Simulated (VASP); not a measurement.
Here is a VASP 6.6.1 calculation.

Contents of INCAR:

```
PREC = Accurate
ENCUT = 520
EDIFF = 1E-6
ISMEAR = -1
SIGMA = 0.1
LREAL = False
LASPH = True
NELM = 100
ALGO = Normal
ISIF = 2
LWAVE = False
LCHARG = False
NBANDS = 16
```

File KPOINTS:

```
Automatic mesh
0
Gamma
  5 5 5
```

The input POSCAR:

```
LaMg3
1.0
    4.8263130000      0.0000000000      0.0000000000
    0.0000000000      4.8263130000      0.0000000000
    0.0000000000      0.0000000000      4.8263130000
La Mg
1 3
Direct
    0.0000000000      0.0000000000      0.0000000000
    0.5000000000      0.5000000000      0.0000000000
    0.5000000000      0.0000000000      0.5000000000
    0.0000000000      0.5000000000      0.5000000000
```

Potentials or basis: VASP PAW LDA potentials, release 64 (La, Mg).

Command:

```bash
$ cat potpaw_LDA.64/La/POTCAR potpaw_LDA.64/Mg/POTCAR > POTCAR
$ mpirun -np 1 vasp_std > vasp.out
```

Problem. Predict the pressure.

Solution. -2.5 GPa.
